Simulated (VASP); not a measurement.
Write the native input for VASP 6.6.1 that does the following.

```yaml
Task: relaxation of cell and atoms
Functional: PBE
Potentials_or_basis: VASP PAW PBE potentials, release 64 (Co, Si)
Cutoff: 600 eV
k_mesh: 13 × 13 × 13
Occupations: fermi-dirac, width 0.1 eV
Spin: no spin polarisation
Target_pressure: 34 GPa
Dipole_correction: no
Further_INCAR_settings: ALGO = Normal; EDIFF = 1e-06; IBRION = 2; EDIFFG = -0.005; NSW = 60; ISIF = 3
```

The structure of CoSi (zincblende type) lies in POSCAR:

```
CoSi
1.0
    0.0000000000      2.3198734467      2.3198734467
    2.3198734467      0.0000000000      2.3198734467
    2.3198734467      2.3198734467      0.0000000000
Co Si
1 1
Direct
    0.0000000000      0.0000000000      0.0000000000
    0.2500000000      0.2500000000      0.2500000000
```

One way to write it, as run:

INCAR

```
SYSTEM = CoSi
ALGO     = Normal         ! electronic algorithm
EDIFF    = 1E-6           ! SCF threshold, eV
EDIFFG   = -0.005         ! ionic threshold
ENCUT    = 600            ! plane-wave cutoff, eV
GGA      = PE             ! functional
IBRION   = 2              ! ionic algorithm
ISIF     = 3              ! what is computed and relaxed
ISMEAR   = -1             ! smearing method
LASPH    = .TRUE.         ! aspherical terms in the spheres
LCHARG   = .FALSE.        ! write CHGCAR
LREAL    = .FALSE.        ! projectors in reciprocal space
LWAVE    = .FALSE.        ! write WAVECAR
NELM     = 60             ! most SCF steps
NSW      = 60             ! ionic steps
PREC     = Accurate       ! precision mode
PSTRESS  = 340.0        
SIGMA    = 0.1            ! smearing width, eV
```

KPOINTS

```
k-points
0
G
  13 13 13
  0 0 0
```

Potentials or basis: VASP PAW PBE potentials, release 64 (Co, Si).

Launch:

```console
$ cat potpaw_PBE.64/Co/POTCAR potpaw_PBE.64/Si/POTCAR > POTCAR
$ mpirun -np 1 vasp_std > vasp.out
```

It gave:

```yaml
Relaxed_volume: 13.42 Å³/atom
Relaxed_cell: a = 3.361 Å, b = 3.361 Å, c = 3.361 Å, α = 60.00°, β = 60.00°, γ = 60.00°
Space_group_after_relaxing_to_0.05_Å: F-43m (No. 216)
Energy_change_on_relaxing_the_enthalpy_is_what_falls: -252.2 meV/atom
Ionic_steps: 4
Pressure_after_relaxing: 34.0 GPa
```

Caveat: the cell is relaxed towards a set pressure, so the enthalpy falls and the energy may rise.

Run time: 44 s on 1 thread of Intel(R) Xeon(R) 6975P-C (Granite Rapids), on a shared host, peak memory 0.18 GiB.
